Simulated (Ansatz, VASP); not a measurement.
# One calculation of Tl, two programs

Contents of INCAR:

```
SYSTEM = Tl
PREC = Accurate
ENCUT = 600
EDIFF = 1E-6
ISMEAR = 0
SIGMA = 0.1
LREAL = .False.
LASPH = .True.
NELM = 60
ALGO = Fast
ISIF = 3
LWAVE = .False.
LCHARG = .False.
GGA = PE
IBRION = 2
NSW = 100
EDIFFG = -0.005
```

Contents of KPOINTS:

```
regular mesh
0
Gamma
  15 15 8
  0 0 0
```

POSCAR

```
Tl
1.0
    3.4705966729      0.0000000000      0.0000000000
   -1.7352983364      3.0056248850      0.0000000000
    0.0000000000      0.0000000000      5.3976795222
Tl
2
Direct
    0.3333333333      0.6666666667      0.2500000000
    0.6666666667      0.3333333333      0.7500000000
```

Input for Ansatz:

```yaml
crystal:
  lattice:
    - [3.4705966729, 0.0, 0.0]
    - [-1.7352983364, 3.005624885, 0.0]
    - [0.0, 0.0, 5.3976795222]
  atoms:
    - { symbol: Tl, position: [0.3333333333, 0.6666666667, 0.25] }
    - { symbol: Tl, position: [0.6666666667, 0.3333333333, 0.75] }
basis:
  ecutwfc: 420
kpoints:
  mp_grid: { grid: [15, 15, 8] }
hamiltonian:
  xc: pbe
scf:
  occupations: { method: gaussian, width: 0.1 }
output:
  forces: true
  stress: true
  eigenvalues: true
relax:
  adjacent_minimum: "off"
  f_tol: 0.005
  max_steps: 80
  cell: { stress_tol: 0.05 }
```

Alike in both runs: task relaxation of cell and atoms; functional PBE; k mesh 15 × 15 × 8; occupations gaussian, width 0.1 eV; no spin polarisation.

```csv
,VASP,Ansatz
version,VASP 6.6.1,Ansatz 0.2.0
potentials or method,"VASP PAW PBE potentials, release 64 (Tl_d), cutoff 600 eV","scalar-relativistic, plane waves, PAW"
valence electrons in the cell,26,26
```

Ansatz gave:

```
gap on the k mesh at the Fermi level, each at its own relaxed structure (eV) : none
relaxed volume (Å³/atom)                                                     : 31.45
relaxed cell length with the largest relative difference (Å)                 : 3.611
```

Q: Which values does VASP return?

A: gap on the k mesh at the Fermi level, each at its own relaxed structure (eV): none; relaxed volume (Å³/atom): 31.39; relaxed cell length with the largest relative difference (Å): 3.609.

A gap of «none» marks a metal or a gap that the smearing closes.

Spin-orbit coupling is off throughout.
